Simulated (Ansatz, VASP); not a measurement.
## BP in VASP and in Ansatz

```
P B
1.0
     0.00000    2.26900    2.26900
     2.26900    0.00000    2.26900
     2.26900    2.26900    0.00000
P B
1 1
Direct
  0.75000 0.75000 0.75000
  0.00000 0.00000 0.00000
```

Alike in both runs: functional PBEsol-based global hybrid; k mesh 6 × 6 × 6; occupations fermi-dirac, width 0.05 eV; no spin polarisation.

|  | VASP | Ansatz |
| --- | --- | --- |
| version | VASP 6.6.1 | Ansatz 0.2.0 |
| potentials or method | VASP PAW PBE potentials, release 64 (P, B) | Ansatz PAW |
| plane-wave cutoff (eV) | 520 | 420 |
| valence electrons in the cell | 8 | 8 |
| task | single point | band structure |

|  | VASP | Ansatz | Ansatz less VASP |
| --- | --- | --- | --- |
| gap on the k mesh at the Fermi level (eV) | 2.72 | 2.69 | -0.024 |
| least direct gap on the mesh (eV) | 5.02 | 5.00 | -0.024 |
| pressure (GPa) | -4.0 | -3.6 | +0.35 |

VASP's potentials were made for PBE, not for PBEsol-based global hybrid.

Noted on Ansatz's run: the k mesh misses the band edges, so the gap on the mesh is wider than the one along the path.
